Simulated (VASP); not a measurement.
Set up this calculation in VASP 6.6.1, as the native input.

```yaml
Task: single point
Functional: PBEsol
Potentials_or_basis: VASP PAW PBE potentials, release 64 (Te, Cd)
Cutoff: 500 eV
k_mesh: 7 × 7 × 7
Occupations: fermi-dirac, width 0.05 eV
Spin: no spin polarisation
Dipole_correction: no
Further_INCAR_settings: ALGO = Normal; EDIFF = 1e-06; NBANDS = 16
```

The structure of CdTe lies in POSCAR:

```
CdTe
1.0
    0.0000000000      3.0729348858      3.0729348858
    3.0729348858      0.0000000000      3.0729348858
    3.0729348858      3.0729348858      0.0000000000
Te Cd
1 1
Direct
    0.7500000000      0.7500000000      0.7500000000
    0.0000000000      0.0000000000      0.0000000000
```

The input as run:

INCAR

```
ALGO     = Normal         # electronic algorithm
EDIFF    = 1E-6           # SCF threshold, eV
ENCUT    = 500            # plane-wave cutoff, eV
GGA      = PS             # functional
GGA_COMPAT= False        
ISIF     = 2              # what is computed and relaxed
ISMEAR   = -1             # smearing method
LASPH    = True           # aspherical terms in the spheres
LCHARG   = True           # write CHGCAR
LELF     = True           # ELF
LREAL    = False          # projectors in reciprocal space
LVHAR    = True         
LWAVE    = False          # write WAVECAR
NBANDS   = 16             # bands
NELM     = 120            # most SCF steps
PREC     = Accurate       # precision mode
SIGMA    = 0.05           # smearing width, eV
```

KPOINTS

```
k-points
0
Gamma
  7 7 7
```

Potentials or basis: VASP PAW PBE potentials, release 64 (Te, Cd).

Launch:

```console
$ cat potpaw_PBE.64/Te/POTCAR potpaw_PBE.64/Cd/POTCAR > POTCAR
$ mpirun -np 1 vasp_std > vasp.out
```

Results of the run:

| Item | Value |
| --- | --- |
| Pressure | 10.3 GPa |
| Band gap on the k mesh | 1.15 eV, direct |

Caveat: the PAW data sets were made with another functional, which shifts forces and pressure a little; spin-orbit coupling is left out, which moves the levels of the heavy elements.

Run time: 11 s on 1 thread of Intel(R) Xeon(R) 6975P-C (Granite Rapids) (shared host), peak memory 0.18 GiB.
